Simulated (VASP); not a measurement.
SnO:

```xyz
4
Lattice="3.3550 0.0000 0.0000 0.0000 5.6741 0.0000 0.0000 0.0000 4.2220" Properties=species:S:1:pos:R:3 pbc="T T T"
Sn    0.0000    1.3159    2.1665
Sn    1.6775    4.3582    0.0555
O     0.0000    5.0570    3.1110
O     1.6775    0.6171    1.0000
```

Base run:

- Program: VASP 6.6.1
- Functional: PBEsol
- Potentials or basis: VASP PAW PBE potentials, release 64 (Sn_d, O)
- Cutoff: 520 eV
- k mesh: 8 × 6 × 8
- Occupations: gaussian, width 0.01 eV
- Spin: no spin polarisation

Its results: band gap on the k mesh 1.33 eV, indirect (least direct gap 1.97 eV); pressure -2.9 GPa; largest force 0.349 eV/Å.

Problem. The run is repeated on the same cell with these changes: k mesh from 8 × 6 × 8 to 6 × 4 × 4. What comes out?

Solution. Band gap on the k mesh 1.58 eV, indirect (least direct gap 2.33 eV); pressure -2.9 GPa; largest force 0.351 eV/Å.

Caveats: the PAW data sets were made with another functional, which shifts forces and pressure a little; spin-orbit coupling is left out, which moves the levels of the heavy elements.

A k mesh can miss the band edges.
